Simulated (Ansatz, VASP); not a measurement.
SnO: VASP beside Ansatz

Contents of INCAR:

```
SYSTEM = SnO
ALGO = Normal ; EDIFF = 1E-6
ENCUT = 520 ; GGA = PE
ISIF = 2 ; ISMEAR = 0
IVDW = 12 ; LASPH = .True.
LCHARG = .False. ; LREAL = .False.
LWAVE = .False. ; NBANDS = 28
NELM = 100 ; PREC = Accurate
SIGMA = 0.05
```

Contents of KPOINTS:

```
k-points
0
Gamma
  8 6 8
  0 0 0
```

POSCAR

```
SnO
1.0
    2.9799298646     -0.0669647161      0.0000000000
   -0.1144728789      5.0940431100      0.0000000000
    0.0000000000      0.0000000000      3.9070816200
Sn O
2 2
Direct
    0.0000000000      0.2344934793      0.5273389918
    0.5000000000      0.7655065207      0.0273389918
    0.0000000000      0.8833967007      0.7226620082
    0.5000000000      0.1166032993      0.2226620082
```

Input for Ansatz:

```yaml
crystal:
  lattice:
    - [2.9799298646, -0.0669647161, 0.0]
    - [-0.1144728789, 5.09404311, 0.0]
    - [0.0, 0.0, 3.90708162]
  atoms:
    - { symbol: Sn, position: [0.0, 0.2344934793, 0.5273389918] }
    - { symbol: Sn, position: [0.5, 0.7655065207, 0.0273389918] }
    - { symbol: O, position: [0.0, 0.8833967007, 0.7226620082] }
    - { symbol: O, position: [0.5, 0.1166032993, 0.2226620082] }
basis:
  ecutwfc: 520.0
kpoints:
  mp_grid: { grid: [8, 6, 8] }
hamiltonian:
  xc: pbe
  pseudopotentials: { kind: paw, azcp: { folder: soft_1 } }
  dispersion: d3bj
scf:
  occupations: { method: gaussian, width: 0.05 }
output:
  forces: true
  stress: true
  eigenvalues: true
```

Change from the starting cell: engineering shear strain xy -0.0400, equal normal strain along x and y -0.1100.

Alike in both runs: task single point; functional PBE; dispersion D3(BJ); k mesh 8 × 6 × 8; occupations gaussian, width 0.05 eV; no spin polarisation.

|  | VASP | Ansatz |
| --- | --- | --- |
| version | VASP 6.6.1 | Ansatz 0.2.0 |
| potentials or method | VASP PAW PBE potentials, release 64 (Sn_d, O), cutoff 520 eV | scalar-relativistic, plane waves, PAW |
| valence electrons in the cell | 40 | 40 |

|  | VASP | Ansatz | Ansatz less VASP |
| --- | --- | --- | --- |
| gap on the k mesh at the Fermi level (eV) | 0.75 | 0.77 | +0.023 |
| least direct gap on the mesh (eV) | 0.75 | 0.77 | +0.023 |
| pressure (GPa) | 37.0 | 36.4 | -0.57 |
| traceless stress, the component that is largest in VASP (GPa) | -7.26 | -7.23 | +0.026 |
| rms of the force components (eV/Å) | 2.228 | 2.166 | -0.0620 |

Atom by atom the forces differ by 0.064 eV/Å (rms over components). Both programs put the cell under a high pressure, so it lies far from rest at this level.
